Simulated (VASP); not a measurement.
Input of a VASP 6.6.1 run:

INCAR

```
PREC = Accurate
ENCUT = 520
EDIFF = 1E-7
ISMEAR = 0
SIGMA = 0.1
LREAL = False
LASPH = True
NELM = 60
ALGO = Normal
ISIF = 2
LWAVE = False
LCHARG = False
GGA = PE
NBANDS = 73
```

Contents of KPOINTS:

```
Automatic mesh
0
Gamma
  6 6 6
```

File POSCAR:

```
Ca2Ge3
1.0
   -4.3283726146      4.3283726146      4.3283726146
    4.3283726146     -4.3283726146      4.3283726146
    4.3283726146      4.3283726146     -4.3283726146
Ca Ge
4 6
Direct
    0.0000000000      0.2500000000      0.5000000000
    0.2500000000      0.2500000000      0.2500000000
    0.2500000000      0.5000000000      0.0000000000
    0.5000000000      0.0000000000      0.2500000000
    0.6250000000      0.2500000000      0.8750000000
    0.8750000000      0.6250000000      0.2500000000
    0.7500000000      0.6250000000      0.8750000000
    0.2500000000      0.8750000000      0.6250000000
    0.8750000000      0.7500000000      0.6250000000
    0.6250000000      0.8750000000      0.7500000000
```

Potentials or basis: VASP PAW PBE potentials, release 64 (Ca_sv, Ge_d).

Run with:

```console
$ cat potpaw_PBE.64/Ca_sv/POTCAR potpaw_PBE.64/Ge_d/POTCAR > POTCAR
$ mpirun -np 1 vasp_std > vasp.out
```

Task: Predict the band gap on the k mesh.

Result: Zero (bands 62 and 63 overlap by 0.44 eV).

Task: Predict the pressure.

Result: 0.0 GPa.
